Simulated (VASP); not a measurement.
The system is Se.

```
Se
1.0
     3.64153    0.00000    0.00000
    -1.82076    3.15366    0.00000
     0.00000    0.00000   10.01053
Se
4
Direct
  0.00000 0.00000 0.00000
  0.00000 0.00000 0.50000
  0.33333 0.66667 0.00500
  0.66667 0.33333 0.50500
```

| Property | Result |
| --- | --- |
| Program | VASP 6.6.1 |
| Task | relaxation of cell and atoms |
| Functional | PBE |
| Potentials or basis | VASP PAW PBE potentials, release 64 (Se) |
| Cutoff | 600 eV |
| k mesh | 6 × 6 × 2 |
| Occupations | gaussian, width 0.1 eV |
| Spin | no spin polarisation |

At the start: pressure 48.6 GPa; volume 28.74 Å³/atom.

Problem. Where does the relaxation end?

Solution. Over 22 steps the energy falls by 2318.8 meV/atom and the volume is 39.59 Å³/atom (+37.8 %); space group P6_3mc (No. 186, to 0.1 Å) before and after.

The path:
| step | energy change (eV) | largest force (eV/Å) | pressure (GPa) | volume (Å³) |
| --- | --- | --- | --- | --- |
| 1 | 0.0000 | 0.7902 | 48.58 | 114.96 |
| 2 | -3.0893 | 0.0223 | -4.28 | 305.67 |
| 3 | -8.4045 | 0.3671 | -2.32 | 182.67 |
| 4 | -8.4932 | 0.3735 | -1.36 | 177.46 |
| 5 | -8.5298 | 0.3864 | 0.12 | 171.10 |
| 6 | -8.5297 | 0.3833 | -0.20 | 172.34 |
| 7 | -8.5599 | 0.5368 | -0.20 | 172.21 |
| 8 | -8.7004 | 0.8399 | -0.16 | 171.83 |
| 9 | -9.0050 | 0.6262 | -0.44 | 171.06 |
| 10 | -9.0695 | 0.7750 | -2.95 | 169.54 |
| 11 | -9.1589 | 0.1975 | -1.45 | 170.36 |
| 12 | -9.1740 | 0.0565 | -2.01 | 170.08 |
| 13 | -9.1875 | 0.1125 | -1.99 | 169.13 |
| 14 | -9.2112 | 0.3228 | -1.86 | 166.30 |
| 15 | -9.2124 | 0.3944 | -1.80 | 165.47 |
| 16 | -9.2320 | 0.3339 | -1.51 | 164.21 |
| 17 | -9.2691 | 0.1429 | -0.57 | 160.48 |
| 18 | -9.2328 | 0.2840 | 1.74 | 153.17 |
| 19 | -9.2746 | 0.0399 | -0.04 | 158.59 |
| 20 | -9.2746 | 0.0322 | 0.00 | 158.45 |
| 21 | -9.2748 | 0.0266 | 0.00 | 158.43 |
| 22 | -9.2751 | 0.0101 | -0.02 | 158.36 |

Final structure:
```cif
data_structure
_symmetry_space_group_name_H-M 'P 1'
_symmetry_Int_Tables_number 1
_cell_length_a 4.3037
_cell_length_b 4.3037
_cell_length_c 9.8726
_cell_angle_alpha 90.000
_cell_angle_beta 90.000
_cell_angle_gamma 120.000
_cell_volume 158.36
loop_
_atom_site_label
_atom_site_type_symbol
_atom_site_fract_x
_atom_site_fract_y
_atom_site_fract_z
_atom_site_occupancy
Se1 Se 0.00000 0.00000 0.96736 1
Se2 Se 0.00000 0.00000 0.46736 1
Se3 Se 0.33333 0.66667 0.03764 1
Se4 Se 0.66667 0.33333 0.53764 1
```

Caveat: the volume moved by over 15 % at a fixed basis, so the end points are rough; the highest band is partly filled, so the run has too few bands; this functional lacks dispersion, which binds layers or chains, so the pressure and a relaxed spacing across them are unreliable.
